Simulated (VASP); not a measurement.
## GaN: single point with PBE

Crystal: GaN.

```
Ga N
1.0
     0.00000    2.25350    2.25350
     2.25350    0.00000    2.25350
     2.25350    2.25350    0.00000
Ga N
1 1
Cartesian
  0.0000 0.0000 -0.1500
  3.3803 3.3803 3.3803
```

This cell differs from its parent crystal: atom 1 (Ga) moved by (+0.000, -0.150) A along [1 1 0] and z.

```json
{
 "Program": "VASP 6.6.1",
 "Task": "single point",
 "Functional": "PBE",
 "Potentials or basis": "VASP PAW PBE potentials, release 64 (Ga_d, N)",
 "Cutoff": "520 eV",
 "k mesh": "10 × 10 × 10",
 "Occupations": "gaussian, width 0.05 eV",
 "Spin": "no spin polarisation"
}
```

| Item | Value |
| --- | --- |
| Pressure | 7.2 GPa |
| Largest force | 1.784 eV/Å |
| Band gap on the k mesh | 1.51 eV, direct |

Forces on the atoms (eV/Å):
```
Ga   0.000  0.000  1.784
N    0.000  0.000 -1.784
```

Stress tensor (GPa, compression positive):
```
8.25 9.03 0.00
9.03 8.25 0.00
0.00 0.00 5.23
```

Levels at points of the mesh, in eV from the valence-band top:
| k point | band 5 | band 6 | band 7 | band 8 | band 9 | band 10 | band 11 | band 12 | band 13 | band 14 |
| --- | --- | --- | --- | --- | --- | --- | --- | --- | --- | --- |
| (0.00, 0.00, 0.00) | -13.39 | -13.38 | -0.59 | -0.16 | 0.00 | 1.51 | 9.96 | 10.08 | 10.44 | 17.31 |
| (0.50, 0.00, 0.00) | -13.34 | -12.10 | -6.97 | -1.56 | -0.83 | 4.27 | 8.41 | 9.46 | 10.68 | 15.36 |
| (0.00, 0.00, 0.50) | -13.33 | -12.09 | -7.54 | -1.49 | -0.87 | 4.53 | 8.51 | 9.65 | 10.98 | 15.27 |
| (0.50, 0.50, 0.00) | -13.30 | -11.63 | -6.29 | -3.15 | -2.73 | 3.10 | 6.48 | 11.42 | 13.39 | 14.12 |
| (0.00, 0.50, 0.50) | -13.31 | -11.71 | -6.41 | -2.88 | -2.84 | 3.06 | 6.32 | 11.42 | 13.80 | 13.89 |

Wall time 56 s on 1 thread of AMD EPYC 7R13 Processor (Zen 3) (shared host), peak memory 0.15 GiB.

Caveat: the cell differs from its parent crystal (atom 1 (Ga) moved by (+0.000, -0.150) A along [1 1 0] and z); forces of over 1 eV/Å act on the atoms, so gaps and moduli don't describe the material at rest.
